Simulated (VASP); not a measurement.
# Zr3O (Pm-3m) in VASP: further runs

Runs on Zr3O. Level: r2SCAN. Tasks: single point.

All numbers are computed with VASP 6.6.1; they aren't measurements. Logs are shortened: lines on timing, memory, paths and dates and some standing lists are left out, and cuts for length are marked.

## (1) The cell of the first run

The structure is cubic, space group Pm-3m (No. 221). The conventional cell has a = 4.144 Å, b = 4.144 Å, c = 4.144 Å, α = 90.00°, β = 90.00°, γ = 90.00°. Zr (site symmetry 4/mmm) has 8 Zr at 2.93 Å and 4 O at 2.93 Å within 3.9 Å. Within 3.9 Å of O (site symmetry m-3m) lie 12 Zr at 2.93 Å.

## (2) Single point, r2SCAN

POSCAR reads:

```
Zr3O
1.0
    4.1440791751      0.0000000000      0.0000000000
    0.0000000000      4.1440791751      0.0000000000
    0.0000000000      0.0000000000      4.1440791751
Zr O
3 1
Direct
    0.0000000000      0.5000000000      0.5000000000
    0.5000000000      0.0000000000      0.5000000000
    0.5000000000      0.5000000000      0.0000000000
    0.0000000000      0.0000000000      0.0000000000
```

INCAR.step1 reads:

```
  PREC = Accurate
  ENCUT = 520
  ISMEAR = 0
  SIGMA = 0.1
  LREAL = False
  LASPH = True
  NELM = 80
  NBANDS = 29
  GGA = PE
  ALGO = Normal
  EDIFF = 1E-4
  LWAVE = True
  LCHARG = False
```

INCAR.step2 reads:

```
  PREC = Accurate
  ENCUT = 520
  EDIFF = 1E-7
  ISMEAR = 0
  SIGMA = 0.1
  LREAL = False
  LASPH = True
  NELM = 80
  ALGO = Normal
  ISIF = 2
  LWAVE = False
  LCHARG = True
  METAGGA = R2SCAN
  LMIXTAU = True
  LELF = True
  LVHAR = True
  NBANDS = 29
  ISTART = 1
```

KPOINTS reads:

```
Automatic mesh
0
Gamma
  4 4 4
```

Potentials or basis: VASP PAW PBE potentials, release 64 (Zr_sv, O).

The run is started by

```sh
> cat potpaw_PBE.64/Zr_sv/POTCAR potpaw_PBE.64/O/POTCAR > POTCAR
> cp INCAR.step1 INCAR
> mpirun -np 1 vasp_std > vasp.out
> cp INCAR.step2 INCAR
> mpirun -np 1 vasp_std > vasp.out
```

OUTCAR:

```text
PREC = Accurate
   ENCUT = 520
   EDIFF = 1E-7
   ISMEAR = 0
   LREAL = False
   LASPH = True
   NELM = 80
   ISIF = 2
   METAGGA = R2SCAN
   ISTART = 1

 ion  position               nearest neighbor table
   1  0.000  0.500  0.500-   2 2.93   3 2.93   4 2.93   3 2.93   4 2.93   2 2.93   4 2.93   4 2.93
                             2 2.93   3 2.93   3 2.93   2 2.93
   2  0.500  0.000  0.500-   1 2.93   3 2.93   4 2.93   3 2.93   4 2.93   1 2.93   3 2.93   3 2.93
                             1 2.93   4 2.93   4 2.93   1 2.93
   3  0.500  0.500  0.000-   1 2.93   2 2.93   4 2.93   1 2.93   2 2.93   2 2.93   4 2.93   2 2.93
                             1 2.93   4 2.93   1 2.93   4 2.93
   4  0.000  0.000  0.000-   1 2.93   2 2.93   3 2.93   1 2.93   2 2.93   1 2.93   3 2.93   1 2.93
                             2 2.93   3 2.93   2 2.93   3 2.93

  LATTYP: Found a simple cubic cell.
 ALAT       =     4.1440791751

  Lattice vectors:

 A1 = (   4.1440791751,   0.0000000000,   0.0000000000)
 A2 = (   0.0000000000,   4.1440791751,   0.0000000000)
 A3 = (   0.0000000000,   0.0000000000,   4.1440791751)

Analysis of symmetry for initial positions (statically):
=====================================================================
 Subroutine PRICEL returns:
 Original cell was already a primitive cell.

 Routine SETGRP: Setting up the symmetry group for a
 simple cubic supercell.

 Subroutine GETGRP returns: Found 48 space group operations
 (whereof 48 operations were pure point group operations)
 out of a pool of 48 trial point group operations.

The static configuration has the point symmetry O_h .

Analysis of symmetry for dynamics (positions and initial velocities):
=====================================================================
 Subroutine PRICEL returns:
 Original cell was already a primitive cell.

 Routine SETGRP: Setting up the symmetry group for a
 simple cubic supercell.

 Subroutine GETGRP returns: Found 48 space group operations
 (whereof 48 operations were pure point group operations)
 out of a pool of 48 trial point group operations.

The dynamic configuration has the point symmetry O_h .

 Subroutine INISYM returns: Found 48 space group operations
 (whereof 48 operations are pure point group operations),
 and found     1 'primitive' translations

----------------------------------------------------------------------------------------

                                     Primitive cell

  volume of cell :      71.1679

  direct lattice vectors                    reciprocal lattice vectors
     4.144079175  0.000000000  0.000000000     0.241308131  0.000000000  0.000000000
     0.000000000  4.144079175  0.000000000     0.000000000  0.241308131  0.000000000
     0.000000000  0.000000000  4.144079175     0.000000000  0.000000000  0.241308131

  length of vectors
     4.144079175  4.144079175  4.144079175     0.241308131  0.241308131  0.241308131

  position of ions in fractional coordinates (direct lattice)
     0.000000000  0.500000000  0.500000000
     0.500000000  0.000000000  0.500000000
     0.500000000  0.500000000  0.000000000
     0.000000000  0.000000000  0.000000000

  ion indices of the primitive-cell ions
   primitive index   ion index
                 1           1
                 2           2
                 3           3
                 4           4

----------------------------------------------------------------------------------------

 KPOINTS: Automatic mesh

Automatic generation of k-mesh.
 Grid dimensions read from file:
 generate k-points for:    4    4    4

 Generating k-lattice:

  Cartesian coordinates                     Fractional coordinates (reciprocal lattice)
     0.060327033  0.000000000  0.000000000     0.250000000  0.000000000  0.000000000
     0.000000000  0.060327033  0.000000000     0.000000000  0.250000000  0.000000000
     0.000000000  0.000000000  0.060327033     0.000000000  0.000000000  0.250000000

  Length of vectors
     0.060327033  0.060327033  0.060327033

  Shift w.r.t. Gamma in fractional coordinates (k-lattice)
     0.000000000  0.000000000  0.000000000

 Subroutine IBZKPT returns following result:
 ===========================================

 Found     10 irreducible k-points:

 Following reciprocal coordinates:
            Coordinates               Weight
  0.000000  0.000000  0.000000      1.000000
  0.250000  0.000000  0.000000      6.000000
  0.500000  0.000000  0.000000      3.000000
  0.250000  0.250000  0.000000     12.000000
  0.500000  0.250000  0.000000     12.000000
  0.500000  0.500000  0.000000      3.000000
  0.250000  0.250000  0.250000      8.000000
  0.500000  0.250000  0.250000     12.000000
  0.500000  0.500000  0.250000      6.000000
  0.500000  0.500000  0.500000      1.000000
   k-points           NKPTS =     10   k-points in BZ     NKDIM =     10   number of bands    NBANDS=     29
   number of dos      NEDOS =    301   number of ions     NIONS =      4
   total plane-waves  NPLWV =  32768
   dimension x,y,z NGX =    32 NGY =   32 NGZ =   32
   dimension x,y,z NGXF=    64 NGYF=   64 NGZF=   64
   ions per type =               3   1
   NGX,Y,Z   is equivalent  to a cutoff of  12.84, 12.84, 12.84 a.u.
   NGXF,Y,Z  is equivalent  to a cutoff of  25.67, 25.67, 25.67 a.u.
 SYSTEM =  unknown system
   PREC   = accura    normal or accurate (medium, high low for compatibility)
   ISTART =      1    job   : 0-new  1-cont  2-samecut
   ICHARG =      0    charge: 1-file 2-atom 10-const
   ISPIN  =      1    spin polarized calculation?
   LNONCOLLINEAR =      F non collinear calculations
   LSORBIT =      F    spin-orbit coupling
   LASPH  =      T    aspherical Exc in radial PAW
   ENCUT  =  520.0 eV  38.22 Ry    6.18 a.u.   7.71  7.71  7.71*2*pi/ulx,y,z
   NELM   =     80;   NELMIN=  2; NELMDL=  0     # of ELM steps
   EDIFF  = 0.1E-06   stopping-criterion for ELM
   LREAL  =      F    real-space projection
   EDIFFG = 0.1E-05   stopping-criterion for IOM
   NSW    =      0    number of steps for IOM
   IBRION =     -1    ionic relax: 0-MD 1-quasi-New 2-CG
   NFREE  =      0    steps in history (QN), initial steepest desc. (CG)
   ISIF   =      2    stress and relaxation
   ISYM   =      2    0-nonsym 1-usesym 2-fastsym
   POTIM  = 0.5000    time-step for ionic-motion
   TEBEG  =    0.0;   TEEND  =   0.0 temperature during run
   PSTRESS=    0.0 pullay stress
   NELECT =      42.0000    total number of electrons
   NUPDOWN=      -1.0000    fix difference up-down
   EMIN   =  10.00;   EMAX   =-10.00  energy-range for DOS
   EFERMI =   0.00;   METHOD = LEGACY
   ISMEAR =     0;   SIGMA  =   0.10  broadening in eV -4-tet -1-fermi 0-gaus
   EFERMI_NEDOS =   21; number of points for ismear=-14 and -15
   IALGO  =     38    algorithm
   IMIX   =      4    mixing-type and parameters
     AMIX     =   0.40;   BMIX     =  1.00
     AMIX_MAG =   1.60;   BMIX_MAG =  1.00
  volume/ion in A,a.u.               =      17.79       120.07
  Fermi-wavevector in a.u.,A,eV,Ry     =   1.373188  2.594948 25.655748  1.885644
  Thomas-Fermi vector in A             =   2.498727
   LORBIT       =      0    0 simple, 1 ext, 2 COOP (PROOUT), +10 PAW based schemes
   METAGGA = R2SCAN    functional components
   LHFCALC =     F    Hartree Fock is set to
   AEXX    =    0.0000 exact exchange contribution
   IVDW    =     0    specifies the selected vdW correction
   LEPSILON=     F    determine dielectric tensor
   LRPA    =     F    only Hartree local field effects (RPA)
 non-spin polarized calculation
 Gauss-broadening in eV      SIGMA  =   0.10
  energy-cutoff  :      520.00
  volume of cell :       71.17
 maximum number of plane-waves:      1936
 NGX is ok and might be reduce to    32
   NGX = 15   NGY = 15   NGZ = 15

 number of electron      42.0000005 magnetization

 Free energy of the ion-electron system (eV)
  ---------------------------------------------------
  ext. energy  EPLUGINS =         0.00000000
  ---------------------------------------------------
  free energy    TOTEN  =       -73.56861657 eV

  energy without entropy =      -73.54556189  energy(sigma->0) =      -73.55708923

 E-fermi :   9.5425     XC(G=0): -12.2913

 val. band max:        9.4303226995   @ k =   0.5000   0.0000   0.0000
 cond. band min:       9.5644911155   @ k =   0.2500   0.2500   0.0000
 fundamental gap:      0.1341684160
 Fermi energy:         9.5424609307

 k-point     1 :       0.0000    0.0000    0.0000
  band No.  band energies     occupation
      1     -40.9354      2.00000
      2     -40.5074      2.00000
      3     -40.5074      2.00000
      4     -18.8868      2.00000
      5     -18.8868      2.00000
      6     -18.8868      2.00000
[... 21 lines left out ...]
     28      15.0583      0.00000
     29      16.2772      0.00000

 k-point     2 :       0.2500    0.0000    0.0000
  band No.  band energies     occupation
      1     -40.8818      2.00000
      2     -40.5628      2.00000
      3     -40.5065      2.00000
      4     -18.7730      2.00000
      5     -18.7730      2.00000
      6     -18.7146      2.00000
[... 21 lines left out ...]
     28      13.8106      0.00000
     29      13.8106      0.00000

 k-point     3 :       0.5000    0.0000    0.0000
  band No.  band energies     occupation
      1     -40.7946      2.00000
      2     -40.6518      2.00000
      3     -40.5056      2.00000
      4     -18.6105      2.00000
      5     -18.6105      2.00000
      6     -18.3644      2.00000
[... 21 lines left out ...]
     28      12.8250      0.00000
     29      12.9758      0.00000

 k-point     4 :       0.2500    0.2500    0.0000
  band No.  band energies     occupation
      1     -40.8339      2.00000
      2     -40.5789      2.00000
      3     -40.5379      2.00000
      4     -18.8513      2.00000
      5     -18.6529      2.00000
      6     -18.4592      2.00000
[... 149 lines left out ...]
     28      12.9728      0.00000
     29      13.2571      0.00000

 k-point     9 :       0.5000    0.5000    0.2500
  band No.  band energies     occupation
      1     -40.6484      2.00000
      2     -40.6479      2.00000
      3     -40.6479      2.00000
      4     -19.1125      2.00000
      5     -18.8361      2.00000
      6     -18.6398      2.00000
[... 21 lines left out ...]
     28      13.1729      0.00000
     29      13.1944      0.00000

 k-point    10 :       0.5000    0.5000    0.5000
  band No.  band energies     occupation
      1     -40.6466      2.00000
      2     -40.6466      2.00000
      3     -40.6466      2.00000
      4     -19.3472      2.00000
      5     -18.8261      2.00000
      6     -18.8261      2.00000
[... 21 lines left out ...]
     28      13.7906      0.00000
     29      13.7906      0.00000

------------------------ aborting loop because EDIFF is reached ----------------------------------------

  FORCE on cell =-STRESS in cart. coord.  units (eV):
  Direction    XX          YY          ZZ          XY          YZ          ZX
  --------------------------------------------------------------------------------------
  -------------------------------------------------------------------------------------
  Total        1.0474703      1.0474703      1.0474703     -0.0000000     -0.0000000     -0.0000000
  in kB       23.5813226     23.5813226     23.5813226     -0.0000000     -0.0000000     -0.0000000
  external PRESSURE =      23.5813226 kB  Pullay stress =       0.0000000 kB

 VOLUME and BASIS-vectors are now :
 -----------------------------------------------------------------------------
  energy-cutoff  :      520.00
  volume of cell :       71.17
      direct lattice vectors                 reciprocal lattice vectors
     4.144079175  0.000000000  0.000000000     0.241308131  0.000000000  0.000000000
     0.000000000  4.144079175  0.000000000     0.000000000  0.241308131  0.000000000
     0.000000000  0.000000000  4.144079175     0.000000000  0.000000000  0.241308131

 POSITION                                       TOTAL-FORCE (eV/Angst)
 -----------------------------------------------------------------------------------
      0.00000      2.07204      2.07204         0.000000      0.000000      0.000000
      2.07204      0.00000      2.07204         0.000000      0.000000      0.000000
      2.07204      2.07204      0.00000         0.000000      0.000000      0.000000
      0.00000      0.00000      0.00000         0.000000      0.000000      0.000000
 -----------------------------------------------------------------------------------
    total drift:                                0.000000     -0.000000     -0.000000

  FREE ENERGIE OF THE ION-ELECTRON SYSTEM (eV)
  ---------------------------------------------------
  free  energy   TOTEN  =       -73.5686165687 eV

  energy  without entropy=      -73.5455618939  energy(sigma->0) =      -73.55708923
```

It took 42 s on 1 thread of Intel Xeon 6975P-C (Granite Rapids), shared host; peak memory 0.18 GiB.

What came out:

```yaml
Free_energy: -73.5686 eV
Pressure: 2.4 GPa
Band_gap_on_the_k_mesh: zero (bands 21 and 22 overlap by 3.22 eV)
```

Levels at points of the mesh, in eV from the Fermi level:
```tsv
k point	band 17	band 18	band 19	band 20	band 21	band 22	band 23	band 24
(0.00, 0.00, 0.00)	-3.96	-2.32	-2.26	-2.26	-2.26	-2.26	-2.26	3.19
(0.50, 0.00, 0.00)	-3.06	-1.75	-0.27	-0.19	-0.11	0.85	0.85	0.91
(0.50, 0.50, 0.00)	-1.08	-1.08	-0.94	-0.52	0.96	0.96	1.16	1.45
(0.50, 0.50, 0.50)	-2.69	-2.69	-2.69	-1.11	0.62	0.62	0.62	2.59
```

Caveat: the k points lie up to 0.38 Å⁻¹ apart, too coarse for converged energies and pressures of a metal; the PAW data sets were made with another functional, which shifts forces and pressure a little.

(Continued in part 2 of 2.)

The gap in the log of VASP goes by the Fermi energy; the results here count the filled bands.